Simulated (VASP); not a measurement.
Runs of VASP 6.6.1 on AlGa2. The structure is that of space group Fm-3m (No. 225), or close to it. The cells are those of the table. The cell was built from a structure type or drawn by symmetry, and may not be a known phase.

```csv
task,cell,k mesh,cutoff (eV),gap on the mesh (eV),pressure (GPa),relaxed volume (Å³/atom)
relaxation of cell and atoms,"relaxed from a = 4.167 Å, angles 60.0°, 3 atoms",6 × 6 × 6,600,none,0.0,20.23
single point,"a = 4.407 Å, angles 60.0°, 3 atoms",6 × 6 × 6,520,none,(b),-
single point,"a = 4.410 Å, angles 60.0°, 3 atoms",14 × 14 × 14,520,none,0.1,-
single point,"a = 4.167 Å, angles 60.0°, 3 atoms",6 × 6 × 6,520,none,12.8,-
relaxation of cell and atoms,"relaxed from a = 4.407 Å, angles 60.0°, 3 atoms",14 × 14 × 14,600,none,0.0,(a)
```

Alike in all rows: level PBE; potentials or basis VASP PAW PBE potentials, release 64 (Al, Ga_d); no spin polarisation; smearing gaussian 0.1 eV.

Q: Fill in the values left out.

A: (a) 20.24; (b) 0.2.

Caveats: the volume moved by over 15 % at a fixed basis, so the end points are rough (at least some runs); the cell stands under pressure (at least some runs).

A k mesh can miss the band edges, and the runs leave out spin-orbit coupling on Ga.

A gap of «none» marks levels without a gap at the run's occupations.
